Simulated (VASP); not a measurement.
Write the native input for VASP 6.6.1 that does the following.

```
Task                   : single point
Functional             : PBE
Potentials or basis    : VASP PAW PBE potentials, release 64 (Re)
Cutoff                 : 520 eV
k mesh                 : 17 × 17 × 17
Occupations            : fermi-dirac, width 0.1 eV
Spin                   : collinear spin, zero start
Starting moments       : [0.0] μB
Fixed moment           : 0 μB
Dipole correction      : no
Further INCAR settings : ALGO = Normal; EDIFF = 1e-07; NBANDS = 14
```

The structure of Re lies in POSCAR:

```
Re
1.0
    0.0000000000      1.9750000000      1.9750000000
    1.9750000000      0.0000000000      1.9750000000
    1.9750000000      1.9750000000      0.0000000000
Re
1
Direct
    0.0000000000      0.0000000000      0.0000000000
```

This isn't the form of Re at room conditions, which is hcp.

The input as run:

INCAR

```
PREC = Accurate ; ENCUT = 520
EDIFF = 1E-7 ; ISMEAR = -1
SIGMA = 0.1 ; LREAL = F
LASPH = T ; NELM = 150
ALGO = Normal ; ISIF = 2
LWAVE = F ; LCHARG = F
ISPIN = 2 ; MAGMOM = 0
LORBIT = 11 ; NUPDOWN = 0.0
LMAXMIX = 4 ; GGA = PE
NBANDS = 14
```

KPOINTS

```
Automatic mesh
0
Gamma
  17 17 17
```

Potentials or basis: VASP PAW PBE potentials, release 64 (Re).

Launch:

```console
$ cat potpaw_PBE.64/Re/POTCAR > POTCAR
$ mpirun -np 1 vasp_std > vasp.out
```

It gave:

```yaml
Pressure: -9.7 GPa
Net_moment: 0.00 μB per cell
Valence_electrons_inside_the_program's_atomic_spheres: Re 5.99
```

Caveat: the cell stands under tension; the total moment is fixed, so each spin has its own Fermi level.

It took 96 s on 1 thread of AMD EPYC 9R14 (Zen 4), on a shared host, peak memory 0.16 GiB.
